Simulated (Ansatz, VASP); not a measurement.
**One calculation of Ru, two programs**

Contents of INCAR:

```
SYSTEM = Ru
ALGO = Normal ; EDIFF = 1E-6
ENCUT = 520 ; ISIF = 2
ISMEAR = -1 ; LASPH = .True.
LCHARG = .False. ; LREAL = .False.
LWAVE = .False. ; NBANDS = 21
NELM = 80 ; PREC = Accurate
SIGMA = 0.1
```

Contents of KPOINTS:

```
k-points
0
Gamma
  13 13 13
  0 0 0
```

POSCAR

```
Ru
1.0
    0.0000000000      2.2588347347      2.2588347347
    2.2588347347      0.0000000000      2.2588347347
    2.2588347347      2.2588347347      0.0000000000
Ru
2
Direct
   -0.1250000000     -0.1250000000     -0.1250000000
    0.1250000000      0.1250000000      0.1250000000
```

Input for Ansatz:

```yaml
crystal:
  lattice:
    - [0.0, 2.2588347347, 2.2588347347]
    - [2.2588347347, 0.0, 2.2588347347]
    - [2.2588347347, 2.2588347347, 0.0]
  atoms:
    - { symbol: Ru, position: [-0.125, -0.125, -0.125] }
    - { symbol: Ru, position: [0.125, 0.125, 0.125] }
kpoints:
  mp_grid: { grid: [13, 13, 13] }
scf:
  occupations: { method: fermi_dirac, width: 0.1 }
hamiltonian:
  xc: lda
  pseudopotentials: { kind: paw }
output:
  forces: true
  stress: true
  eigenvalues: true
  populations: true
```

Change from the starting cell: volume scaled by 0.6, PAW files.

Alike in both runs: task single point; functional LDA; k mesh 13 × 13 × 13; occupations fermi-dirac, width 0.1 eV; no spin polarisation.

|  | VASP | Ansatz |
| --- | --- | --- |
| version | VASP 6.6.1 | Ansatz 0.2.0 |
| potentials or method | VASP PAW LDA potentials, release 64 (Ru_pv) | PAW with Ansatz's default frozen-core files, scalar-relativistic |
| plane-wave cutoff (eV) | 520 | 420 |
| valence electrons in the cell | 28 | 32 |

VASP gave:

| Item | Value |
| --- | --- |
| pressure (GPa) | 318.5 |

What did Ansatz give for the same quantities?

Pressure (GPa): 309.6.

LDA's correlation is that of Perdew and Zunger in VASP and of Perdew and Wang (1992) in Ansatz. Both programs put the cell under a high pressure, so it lies far from rest at this level. VASP's potentials hold 28 valence electrons a cell and Ansatz's 32, so a difference there can come from the potentials and not from the codes.

Noted on VASP's run: the cell as given lies far from equilibrium.
